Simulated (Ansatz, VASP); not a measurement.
**Two plane-wave programs on Y2HfF**

INCAR

```
  PREC = Accurate
  ENCUT = 600
  EDIFF = 1E-6
  ISMEAR = 0
  SIGMA = 0.1
  LREAL = F
  LASPH = T
  NELM = 80
  ALGO = Normal
  ISIF = 3
  LWAVE = F
  LCHARG = F
  GGA = PE
  IBRION = 2
  NSW = 90
  EDIFFG = -0.04
```

File KPOINTS:

```
Automatic mesh
0
Gamma
  6 6 2
```

Contents of POSCAR:

```
Y2HfF
1.0
    2.1804683100     -2.6071807100      0.0000000000
    2.1804683100      2.6071807100      0.0000000000
    0.0000000000      0.0000000000      8.4778799600
Y Hf F
2 1 1
Direct
    0.5000000000      0.5000000000      0.3403234300
    0.5000000000      0.5000000000      0.6596765700
    0.0000000000      0.0000000000      0.0000000000
    0.0000000000      0.0000000000      0.5000000000
```

Input for Ansatz:

```yaml
crystal:
  lattice:
    - [2.18046831, -2.60718071, 0.0]
    - [2.18046831, 2.60718071, 0.0]
    - [0.0, 0.0, 8.47787996]
  atoms:
    - { symbol: "Y", position: [0.5, 0.5, 0.34032343] }
    - { symbol: "Y", position: [0.5, 0.5, 0.65967657] }
    - { symbol: Hf, position: [0.0, 0.0, 0.0] }
    - { symbol: F, position: [0.0, 0.0, 0.5] }
basis:
  ecutwfc: 420
kpoints:
  mp_grid: { grid: [6, 6, 2] }
hamiltonian:
  xc: pbe
scf:
  occupations: { method: gaussian, width: 0.1 }
  lower_state_search: "off"
output:
  forces: true
  stress: true
  eigenvalues: true
relax:
  adjacent_minimum: "off"
  f_tol: 0.04
  max_steps: 70
  cell: { stress_tol: 0.4 }
```

Alike in both runs: task relaxation of cell and atoms; functional PBE; k mesh 6 × 6 × 2; occupations gaussian, width 0.1 eV; no spin polarisation.

|  | VASP | Ansatz |
| --- | --- | --- |
| version | VASP 6.6.1 | Ansatz 0.2.0 |
| potentials or method | VASP PAW PBE potentials, release 64 (Y_sv, Hf_pv, F), cutoff 600 eV | scalar-relativistic, plane waves, PAW |
| valence electrons in the cell | 39 | 55 |

```tsv
	VASP	Ansatz	Ansatz less VASP
gap on the k mesh at the Fermi level, each at its own relaxed structure (eV)	none	none	-
relaxed volume (Å³/atom)	22.67	22.70	+0.028
relaxed cell length with the largest relative difference (Å)	9.182	9.189	+0.0073
```

A gap of «none» marks a metal or a gap that the smearing closes. VASP's potentials hold 39 valence electrons a cell and Ansatz's 55, so a difference there can come from the potentials and not from the codes.

The k mesh is coarse, so the values compare programs but aren't converged. Spin-orbit coupling is off throughout.
